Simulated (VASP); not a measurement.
Here is a VASP 6.6.1 calculation.

INCAR

```
ALGO     = Normal         # electronic algorithm
EDIFF    = 1E-6           # SCF threshold, eV
EDIFFG   = -0.04          # ionic threshold
ENCUT    = 600            # plane-wave cutoff, eV
GGA      = PE             # functional
IBRION   = 2              # ionic algorithm
ISIF     = 3              # what is computed and relaxed
ISMEAR   = 0              # smearing method
LASPH    = True           # aspherical terms in the spheres
LCHARG   = False          # write CHGCAR
LREAL    = False          # projectors in reciprocal space
LWAVE    = False          # write WAVECAR
NELM     = 80             # most SCF steps
NSW      = 90             # ionic steps
PREC     = Accurate       # precision mode
SIGMA    = 0.1            # smearing width, eV
```

File KPOINTS:

```
k-points
0
Gamma
  3 3 4
```

The input POSCAR:

```
CsSc
1.0
    6.4262069464      0.0000000000      0.0000000000
   -3.2131034732      5.5652584656      0.0000000000
    0.0000000000      0.0000000000      5.1847806045
Cs Sc
3 3
Direct
    0.5000000000      0.0000000000      0.0000000000
    0.5000000000      0.5000000000      0.0000000000
    0.0000000000      0.5000000000      0.0000000000
    0.0000000000      0.0000000000      0.0000000000
    0.3333333333      0.6666666667      0.5000000000
    0.6666666667      0.3333333333      0.5000000000
```

Potentials or basis: VASP PAW PBE potentials, release 64 (Cs_sv, Sc_sv).

Run with:

```console
$ cat potpaw_PBE.64/Cs_sv/POTCAR potpaw_PBE.64/Sc_sv/POTCAR > POTCAR
$ mpirun -np 1 vasp_std > vasp.out
```

(1) What does it give for the relaxed volume?

(2) Estimate the space group after relaxing (to 0.1 Å).

(3) Estimate the band gap on the k mesh.

(4) What does it give for the relaxed cell?

Answers

(1) 59.09 Å³/atom.

(2) P6/mmm (No. 191).

(3) zero (bands 30 and 31 overlap by 0.38 eV).

(4) a = 7.996 Å, b = 7.996 Å, c = 6.403 Å, α = 90.00°, β = 90.00°, γ = 120.00°.

Caveat: the k points lie up to 0.30 Å⁻¹ apart in the final cell; the volume moved by over 15 % at a fixed basis, so the end points are rough; spin-orbit coupling is left out, which moves the levels of the heavy elements.
